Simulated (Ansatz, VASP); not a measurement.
MgSn2O3 in VASP and in Ansatz

```
Mg Sn O
1.0
     2.95233    1.70453    3.01946
    -2.95233    1.70453    3.01946
     0.00000   -3.40906    3.01946
Mg Sn O
1 2 3
Cartesian
  0.0000 0.0000 0.0000
  0.0000 0.0000 6.1997
  0.0000 0.0000 2.8587
  -1.4762 0.8523 1.5097
  1.4762 0.8523 1.5097
  0.0000 -1.7045 1.5097
```

Change from the starting cell: species swapped into the Er2AlCo3 type (R-3m, No. 166).

Alike in both runs: functional PBE; k mesh 6 × 6 × 6; occupations gaussian, width 0.1 eV; no spin polarisation.

Ansatz relaxed the structure, and its values are those at the end. VASP's run is a single point on that final structure, the one shown.

```csv
,VASP,Ansatz
version,VASP 6.6.1,Ansatz 0.2.0
potentials or method,"VASP PAW PBE potentials, release 64 (Mg, Sn_d, O), cutoff 520 eV","scalar-relativistic, plane waves, PAW"
valence electrons in the cell,48,56
```

VASP gave:

| Quantity | Value |
| --- | --- |
| gap on the k mesh at the Fermi level (eV) | 0.33 |
| least direct gap on the mesh (eV) | 0.33 |
| pressure (GPa) | -0.1 |
| rms of the force components (eV/Å) | 0.022 |

Task: What did Ansatz give for the same quantities?

Result: gap on the k mesh at the Fermi level (eV): 0.34; least direct gap on the mesh (eV): 0.34; pressure (GPa): 0.0; rms of the force components (eV/Å): 0.000.

The functional is the same, so the differences come from potentials, cutoffs and numerics. VASP's potentials hold 48 valence electrons a cell and Ansatz's 56, so a difference there can come from the potentials and not from the codes.
